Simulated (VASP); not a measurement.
# ZrC in VASP: a series of runs, part 2 of 2

VASP 6.6.1.

### 3 Electric field gradients, PBE (equal xx and yy strain of -2 %)

The input, INCAR:

```
  ALGO = Normal
  EDIFF = 1E-8
  ENCUT = 520
  GGA = PE
  ISIF = 2
  ISMEAR = -1
  LASPH = True
  LCHARG = False
  LEFG = True
  LREAL = False
  LWAVE = False
  NBANDS = 15
  NELM = 80
  PREC = Accurate
  SIGMA = 0.05
```

The input, KPOINTS:

```
k-points
0
Gamma
  15 15 15
```

The input, POSCAR:

```
ZrC
1.0
    0.0000000000      2.3032058000      2.3502100000
    2.3032058000      0.0000000000      2.3502100000
    2.3032058000      2.3032058000      0.0000000000
Zr C
1 1
Direct
    0.5000000000      0.5000000000      0.5000000000
    0.0000000000      0.0000000000      0.0000000000
```

Potentials or basis: VASP PAW PBE potentials, release 64 (Zr_sv, C).

Started as:

```console
$ cat potpaw_PBE.64/Zr_sv/POTCAR potpaw_PBE.64/C/POTCAR > POTCAR
$ mpirun -np 1 vasp_std > vasp.out
```

OUTCAR:

```text
EDIFF = 1E-8
   ENCUT = 520
   GGA = PE
   ISIF = 2
   ISMEAR = -1
   LASPH = True
   LREAL = False
   NELM = 80
   PREC = Accurate

 ion  position               nearest neighbor table
   1  0.500  0.500  0.500-   2 2.30   2 2.30   2 2.30   2 2.30   2 2.35   2 2.35
   2  0.000  0.000  0.000-   1 2.30   1 2.30   1 2.30   1 2.30   1 2.35   1 2.35

  LATTYP: Found a body centered tetragonal cell.
 ALAT       =     3.2572248793
 C/A-ratio  =     1.4430750636

  Lattice vectors:

 A1 = (  -2.3032058000,   0.0000000000,   2.3502100000)
 A2 = (   2.3032058000,   0.0000000000,   2.3502100000)
 A3 = (   0.0000000000,   2.3032058000,  -2.3502100000)

Analysis of symmetry for initial positions (statically):
=====================================================================
 Subroutine PRICEL returns:
 Original cell was already a primitive cell.

 Routine SETGRP: Setting up the symmetry group for a
 body centered tetragonal supercell.

 Subroutine GETGRP returns: Found 16 space group operations
 (whereof 16 operations were pure point group operations)
 out of a pool of 16 trial point group operations.

The static configuration has the point symmetry D_4h.

Analysis of symmetry for dynamics (positions and initial velocities):
=====================================================================
 Subroutine PRICEL returns:
 Original cell was already a primitive cell.

 Routine SETGRP: Setting up the symmetry group for a
 body centered tetragonal supercell.

 Subroutine GETGRP returns: Found 16 space group operations
 (whereof 16 operations were pure point group operations)
 out of a pool of 16 trial point group operations.

The dynamic configuration has the point symmetry D_4h.

 Subroutine INISYM returns: Found 16 space group operations
 (whereof 16 operations are pure point group operations),
 and found     1 'primitive' translations

----------------------------------------------------------------------------------------

                                     Primitive cell

  volume of cell :      24.9346

  direct lattice vectors                    reciprocal lattice vectors
     0.000000000  2.303205800  2.350210000    -0.217088720  0.217088720  0.212746946
     2.303205800  0.000000000  2.350210000     0.217088720 -0.217088720  0.212746946
     2.303205800  2.303205800  0.000000000     0.217088720  0.217088720 -0.212746946

  length of vectors
     3.290629727  3.290629727  3.257224879     0.373518792  0.373518792  0.373518792

  position of ions in fractional coordinates (direct lattice)
     0.500000000  0.500000000  0.500000000
     0.000000000  0.000000000  0.000000000

  ion indices of the primitive-cell ions
   primitive index   ion index
                 1           1
                 2           2

----------------------------------------------------------------------------------------

 KPOINTS: k-points

Automatic generation of k-mesh.
 Grid dimensions read from file:
 generate k-points for:   15   15   15

 Generating k-lattice:
[... 80 lines left out ...]
   IMIX   =      4    mixing-type and parameters
     AMIX     =   0.40;   BMIX     =  1.00
     AMIX_MAG =   1.60;   BMIX_MAG =  1.00
  volume/ion in A,a.u.               =      12.47        84.13
  Fermi-wavevector in a.u.,A,eV,Ry     =   1.412041  2.668371 27.128126  1.993861
  Thomas-Fermi vector in A             =   2.533831
   LORBIT       =      0    0 simple, 1 ext, 2 COOP (PROOUT), +10 PAW based schemes
   GGA     = PE    functional components
   LHFCALC =     F    Hartree Fock is set to
   AEXX    =    0.0000 exact exchange contribution
   IVDW    =     0    specifies the selected vdW correction
   LEPSILON=     F    determine dielectric tensor
   LRPA    =     F    only Hartree local field effects (RPA)
 non-spin polarized calculation
  energy-cutoff  :      520.00
  volume of cell :       24.93
 maximum number of plane-waves:       686
   NGX = 13   NGY = 13   NGZ = 13

 number of electron      16.0000000 magnetization

 Free energy of the ion-electron system (eV)
  ---------------------------------------------------
  ext. energy  EPLUGINS =         0.00000000
  ---------------------------------------------------
  free energy    TOTEN  =       -19.41238469 eV

  energy without entropy =      -19.41009984  energy(sigma->0) =      -19.41124227

 E-fermi :  10.0874     XC(G=0): -12.3336

 val. band max:       10.0845263237   @ k =   0.1333   0.1333   0.0000
 cond. band min:      10.1207226391   @ k =   0.4000   0.4000   0.0000
 fundamental gap:      0.0361963153
 Fermi energy:        10.0874137698

 k-point     1 :       0.0000    0.0000    0.0000
  band No.  band energies     occupation
      1     -37.8632      2.00000
      2     -15.5549      2.00000
      3     -15.5399      2.00000
      4     -15.5399      2.00000
      5      -1.3620      2.00000
      6      10.9525      0.00000
      7      11.0540      0.00000
      8      11.0683      0.00000
      9      11.0683      0.00000
     10      11.2649      0.00000
     11      11.2649      0.00000
     12      12.8710      0.00000
     13      13.1359      0.00000
     14      17.8941      0.00000
[... 401 lines left out ...]
      2     -15.8276      2.00000
      3     -15.6159      2.00000
      4     -15.6113      2.00000
      5      -0.5766      2.00000
      6       7.6402      2.00000
      7       9.4031      2.00000
      8       9.7256      1.99856
      9      10.6376      0.00003
     10      13.1448      0.00000
     11      13.4883      0.00000
     12      14.2524      0.00000
     13      16.3589      0.00000
     14      19.6487      0.00000
     15      22.8577      0.00000

 [... further k-points ...]

------------------------ aborting loop because EDIFF is reached ----------------------------------------

  FORCE on cell =-STRESS in cart. coord.  units (eV):
  Direction    XX          YY          ZZ          XY          YZ          ZX
  --------------------------------------------------------------------------------------
  -------------------------------------------------------------------------------------
  Total        2.2485136      2.2485136      0.9145248      0.0000000      0.0000000      0.0000000
  in kB      144.4787376    144.4787376     58.7629960      0.0000000      0.0000000      0.0000000
  external PRESSURE =     115.9068238 kB  Pullay stress =       0.0000000 kB

 VOLUME and BASIS-vectors are now :
 -----------------------------------------------------------------------------
  energy-cutoff  :      520.00
  volume of cell :       24.93
      direct lattice vectors                 reciprocal lattice vectors
     0.000000000  2.303205800  2.350210000    -0.217088720  0.217088720  0.212746946
     2.303205800  0.000000000  2.350210000     0.217088720 -0.217088720  0.212746946
     2.303205800  2.303205800  0.000000000     0.217088720  0.217088720 -0.212746946

 POSITION                                       TOTAL-FORCE (eV/Angst)
 -----------------------------------------------------------------------------------
      2.30321      2.30321      2.35021        -0.000000      0.000000      0.000000
      0.00000      0.00000      0.00000         0.000000     -0.000000      0.000000
 -----------------------------------------------------------------------------------
    total drift:                                0.000000     -0.000000      0.000000

  FREE ENERGIE OF THE ION-ELECTRON SYSTEM (eV)
  ---------------------------------------------------
  free  energy   TOTEN  =       -19.4123846942 eV

  energy  without entropy=      -19.4100998373  energy(sigma->0) =      -19.41124227

 Electric field gradients (V/A^2)
---------------------------------------------------------------------
 ion       V_xx      V_yy      V_zz      V_xy      V_xz      V_yz
---------------------------------------------------------------------
   1     -15.251   -15.251    30.502    -0.000    -0.000    -0.000
   2      -1.136    -1.136     2.272     0.000     0.000     0.000
---------------------------------------------------------------------

 Electric field gradients after diagonalization (V/A^2)
 (convention: |V_zz| > |V_xx| > |V_yy|)
----------------------------------------------------------------------
 ion       V_xx      V_yy      V_zz     asymmetry (V_yy - V_xx)/ V_zz
----------------------------------------------------------------------
   1     -15.251   -15.251    30.502       0.000
   2      -1.136    -1.135     2.272       0.000
----------------------------------------------------------------------

           NMR quadrupolar parameters

 Cq : quadrupolar parameter    Cq=e*Q*V_zz/h
 eta: asymmetry parameters     (V_yy - V_xx)/ V_zz
 Q  : nuclear electric quadrupole moment in mb (millibarn)
----------------------------------------------------------------------
 ion       Cq(MHz)       eta       Q (mb)
----------------------------------------------------------------------
   1       0.074       0.000       1.000
   2       0.005       0.000       1.000
----------------------------------------------------------------------
```

stdout:

```text
POSCAR found type information on POSCAR ZrC
 POSCAR found :  2 types and       2 ions
 scaLAPACK will be used
 LDA part: xc-table for (Slater+PW92), standard interpolation
 POSCAR, INCAR and KPOINTS ok, starting setup
 FFT: planning ... GRIDC
 FFT: planning ... GRID_SOFT
 FFT: planning ... GRID
 WAVECAR not read
 entering main loop
ion   1

ion   2
```

It took 53 s on 1 thread of AMD EPYC 9R45 (Zen 5), shared host; peak memory 0.19 GiB.

What came out:

```yaml
Free_energy: -19.4124 eV
Pressure: 11.6 GPa
Band_gap_on_the_k_mesh: zero (band 8 reaches 11.07 eV, above the bottom of band 9 at 9.70 eV)
```

Stress tensor (GPa, compression positive):
```
14.45  0.00  0.00
 0.00 14.45  0.00
 0.00  0.00  5.88
```

Levels at points of the mesh, in eV from the Fermi level:
| k point | band 4 | band 5 | band 6 | band 7 | band 8 | band 9 | band 10 | band 11 | band 12 | band 13 |
| --- | --- | --- | --- | --- | --- | --- | --- | --- | --- | --- |
| (0.00, 0.00, 0.00) | -25.63 | -11.45 | 0.87 | 0.97 | 0.98 | 0.98 | 1.18 | 1.18 | 2.78 | 3.05 |

Electric field gradients, principal values (V/Å²):
```tsv
atom	least	middle	greatest (by size)
1 Zr	-15.251	-15.251	30.502
2 C	-1.135	-1.136	2.272
```

Caveat: the cell differs from its parent crystal (equal xx and yy strain of -2 %); without QUAD_EFG the Cq values of the log hold for a quadrupole moment of 1 mb, not for the nuclei.

### 4 Electric field gradients, PBE (equal xx and yy strain of +1 %)

The input, INCAR:

```
SYSTEM = ZrC
PREC = Accurate
ENCUT = 520
EDIFF = 1E-8
ISMEAR = -1
SIGMA = 0.05
LREAL = .FALSE.
LASPH = .TRUE.
NELM = 80
ALGO = Normal
ISIF = 2
LWAVE = .FALSE.
LCHARG = .FALSE.
GGA = PE
LEFG = .TRUE.
NBANDS = 15
```

The input, KPOINTS:

```
regular mesh
0
G
  15 15 15
  0 0 0
```

The input, POSCAR:

```
ZrC
1.0
    0.0000000000      2.3737121000      2.3502100000
    2.3737121000      0.0000000000      2.3502100000
    2.3737121000      2.3737121000      0.0000000000
Zr C
1 1
Direct
    0.5000000000      0.5000000000      0.5000000000
    0.0000000000      0.0000000000      0.0000000000
```

Potentials or basis: VASP PAW PBE potentials, release 64 (Zr_sv, C).

Started as:

```console
$ cat potpaw_PBE.64/Zr_sv/POTCAR potpaw_PBE.64/C/POTCAR > POTCAR
$ mpirun -np 1 vasp_std > vasp.out
```

OUTCAR:

```text
SYSTEM = ZrC
   PREC = Accurate
   ENCUT = 520
   EDIFF = 1E-8
   ISMEAR = -1
   LREAL = .FALSE.
   LASPH = .TRUE.
   NELM = 80
   ISIF = 2
   GGA = PE

 ion  position               nearest neighbor table
   1  0.500  0.500  0.500-   2 2.35   2 2.35   2 2.37   2 2.37   2 2.37   2 2.37
   2  0.000  0.000  0.000-   1 2.35   1 2.35   1 2.37   1 2.37   1 2.37   1 2.37

  LATTYP: Found a body centered tetragonal cell.
 ALAT       =     3.3569358450
 C/A-ratio  =     1.4002114479

  Lattice vectors:

 A1 = (   0.0000000000,  -2.3737121000,  -2.3502100000)
 A2 = (   0.0000000000,   2.3737121000,  -2.3502100000)
 A3 = (   2.3737121000,   0.0000000000,   2.3502100000)

Analysis of symmetry for initial positions (statically):
=====================================================================
 Subroutine PRICEL returns:
 Original cell was already a primitive cell.

 Routine SETGRP: Setting up the symmetry group for a
[... 621 lines left out ...]
  energy-cutoff  :      520.00
  volume of cell :       26.48
      direct lattice vectors                 reciprocal lattice vectors
     0.000000000  2.373712100  2.350210000    -0.210640541  0.210640541  0.212746946
     2.373712100  0.000000000  2.350210000     0.210640541 -0.210640541  0.212746946
     2.373712100  2.373712100  0.000000000     0.210640541  0.210640541 -0.212746946

 POSITION                                       TOTAL-FORCE (eV/Angst)
 -----------------------------------------------------------------------------------
      2.37371      2.37371      2.35021        -0.000000     -0.000000      0.000000
      0.00000      0.00000      0.00000         0.000000      0.000000      0.000000
 -----------------------------------------------------------------------------------
    total drift:                                0.000000      0.000000      0.000000

  FREE ENERGIE OF THE ION-ELECTRON SYSTEM (eV)
  ---------------------------------------------------
  free  energy   TOTEN  =       -19.4580615599 eV

  energy  without entropy=      -19.4554399939  energy(sigma->0) =      -19.45675078

 Electric field gradients (V/A^2)
---------------------------------------------------------------------
 ion       V_xx      V_yy      V_zz      V_xy      V_xz      V_yz
---------------------------------------------------------------------
   1       7.243     7.243   -14.486    -0.000    -0.000    -0.000
   2       0.600     0.600    -1.199    -0.000    -0.000    -0.000
---------------------------------------------------------------------

 Electric field gradients after diagonalization (V/A^2)
 (convention: |V_zz| > |V_xx| > |V_yy|)
----------------------------------------------------------------------
 ion       V_xx      V_yy      V_zz     asymmetry (V_yy - V_xx)/ V_zz
----------------------------------------------------------------------
   1       7.243     7.243   -14.486       0.000
   2       0.600     0.599    -1.199       0.000
----------------------------------------------------------------------

           NMR quadrupolar parameters

 Cq : quadrupolar parameter    Cq=e*Q*V_zz/h
 eta: asymmetry parameters     (V_yy - V_xx)/ V_zz
 Q  : nuclear electric quadrupole moment in mb (millibarn)
----------------------------------------------------------------------
 ion       Cq(MHz)       eta       Q (mb)
----------------------------------------------------------------------
   1      -0.035       0.000       1.000
   2      -0.003       0.000       1.000
----------------------------------------------------------------------
```

OSZICAR:

```text
N       E                     dE             d eps       ncg     rms          rms(c)
DAV:   1     0.983368683372E+02    0.98337E+02   -0.84870E+03  8664   0.107E+03
DAV:   2    -0.168165149532E+02   -0.11515E+03   -0.10784E+03 11097   0.284E+02
DAV:   3    -0.228065399704E+02   -0.59900E+01   -0.59527E+01 14250   0.548E+01
DAV:   4    -0.229542518453E+02   -0.14771E+00   -0.14764E+00 10790   0.598E+00
DAV:   5    -0.229558151943E+02   -0.15633E-02   -0.15633E-02 11222   0.550E-01    0.196E+01
DAV:   6    -0.195916521033E+02    0.33642E+01   -0.65026E+00 10237   0.227E+01    0.674E+00
DAV:   7    -0.194752131295E+02    0.11644E+00   -0.62650E-01  9850   0.595E+00    0.591E+00
DAV:   8    -0.195000799700E+02   -0.24867E-01   -0.36539E-01 10386   0.471E+00    0.517E+00
DAV:   9    -0.194597116856E+02    0.40368E-01   -0.65979E-02  9592   0.188E+00    0.106E+00
DAV:  10    -0.194580690743E+02    0.16426E-02   -0.69560E-03 11426   0.676E-01    0.438E-02
DAV:  11    -0.194580693783E+02   -0.30397E-06   -0.16371E-04 10175   0.118E-01    0.546E-02
DAV:  12    -0.194580634209E+02    0.59574E-05   -0.58570E-06 10945   0.200E-02    0.183E-02
DAV:  13    -0.194580616454E+02    0.17755E-05   -0.28721E-06 10993   0.106E-02    0.480E-03
DAV:  14    -0.194580615724E+02    0.72983E-07   -0.13034E-07 10063   0.229E-03    0.126E-03
DAV:  15    -0.194580615845E+02   -0.12075E-07   -0.57843E-09  7569   0.699E-04    0.761E-04
DAV:  16    -0.194580615612E+02    0.23260E-07   -0.45008E-09  6028   0.593E-04    0.101E-04
DAV:  17    -0.194580615599E+02    0.13549E-08   -0.37062E-10  5300   0.185E-04
   1 F= -.19458062E+02 E0= -.19456751E+02  d E =-.262157E-02
```

It took 90 s on 1 thread of AMD EPYC 9R45 (Zen 5), shared host; peak memory 0.21 GiB.

Results:

```yaml
Free_energy: -19.4581 eV
Pressure: -2.9 GPa
Band_gap_on_the_k_mesh: zero (band 8 reaches 10.35 eV, above the bottom of band 9 at 8.96 eV)
```

Electric field gradients, principal values (V/Å²):
| atom | least | middle | greatest (by size) |
| --- | --- | --- | --- |
| 1 Zr | 7.243 | 7.243 | -14.486 |
| 2 C | 0.599 | 0.600 | -1.199 |

Caveat: the cell differs from its parent crystal (equal xx and yy strain of +1 %); without QUAD_EFG the Cq values of the log hold for a quadrupole moment of 1 mb, not for the nuclei.

### 5 Overview

| cell | gap on the mesh (eV) | pressure (GPa) |
| --- | --- | --- |
| a = 3.389 Å, angles 60.0°, 2 atoms | none | -10.4 |
| a = 3.291, b = 3.291, c = 3.257 Å, angles 60.3, 60.3, 59.3°, 2 atoms | none | 11.6 |
| a = 3.340, b = 3.340, c = 3.357 Å, angles 59.8, 59.8, 60.3°, 2 atoms | none | -2.9 |

Alike in all rows: task electric field gradients; level PBE; potentials or basis VASP PAW PBE potentials, release 64 (Zr_sv, C); no spin polarisation; k mesh 15 × 15 × 15; cutoff (eV) 520; smearing fermi-dirac 0.05 eV.

Absolute energies hang on the potentials; compare differences alone.
